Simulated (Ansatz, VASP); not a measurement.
**KI: VASP beside Ansatz**

```xyz
2
Lattice="0.0000 3.5793 3.5793 3.5793 0.0000 3.5793 3.5793 3.5793 0.0000" Properties=species:S:1:pos:R:3 pbc="T T T"
K     0.0000    0.0000    0.0000
I     3.5793    3.5793    3.5793
```

Alike in both runs: task single point; functional r2SCAN; k mesh 6 × 6 × 6; no spin polarisation.

|  | VASP | Ansatz |
| --- | --- | --- |
| version | VASP 6.6.1 | Ansatz 0.2.0 |
| potentials or method | VASP PAW PBE potentials, release 64 (K_sv, I), cutoff 550 eV | plane waves, PAW |
| occupations | gaussian, width 0.01 eV | fixed |
| valence electrons in the cell | 16 | 26 |

|  | VASP | Ansatz | Ansatz less VASP |
| --- | --- | --- | --- |
| pressure (GPa) | -0.3 | -0.3 | 0.00 |

VASP's potentials were made for PBE, not for r2SCAN. VASP's potentials hold 16 valence electrons a cell and Ansatz's 26, so a difference there can come from the potentials and not from the codes.

Spin-orbit coupling is off throughout.
